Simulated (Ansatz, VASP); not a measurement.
**Ga3Sb: VASP beside Ansatz**

```xyz
4
Lattice="5.5514 0.0000 0.0000 -2.7757 4.8076 0.0000 0.0000 0.0000 3.3598" Properties=species:S:1:pos:R:3 pbc="T T T"
Ga    2.7757    0.0000    0.0000
Ga   -1.3878    2.4038    0.0000
Ga    1.3878    2.4038    0.0000
Sb    0.0000    0.0000    1.6799
```

Alike in both runs: task relaxation of cell and atoms; functional PBE; k mesh 6 × 6 × 6; occupations gaussian, width 0.1 eV; no spin polarisation.

|  | VASP | Ansatz |
| --- | --- | --- |
| version | VASP 6.6.1 | Ansatz 0.2.0 |
| potentials or method | VASP PAW PBE potentials, release 64 (Ga_d, Sb), cutoff 600 eV | scalar-relativistic, plane waves, PAW |
| valence electrons in the cell | 44 | 54 |

```csv
,VASP,Ansatz,Ansatz less VASP
"gap on the k mesh at the Fermi level, each at its own relaxed structure (eV)",none,none,-
relaxed volume (Å³/atom),23.01,22.92,-0.083
relaxed cell length with the largest relative difference (Å),3.488,3.481,-0.0074
```

A gap of «none» marks a metal or a gap that the smearing closes. VASP's potentials hold 44 valence electrons a cell and Ansatz's 54, so a difference there can come from the potentials and not from the codes.

Spin-orbit coupling is off throughout. Noted on VASP's run: too few bands were computed for a metal, which touches its energy and stress.
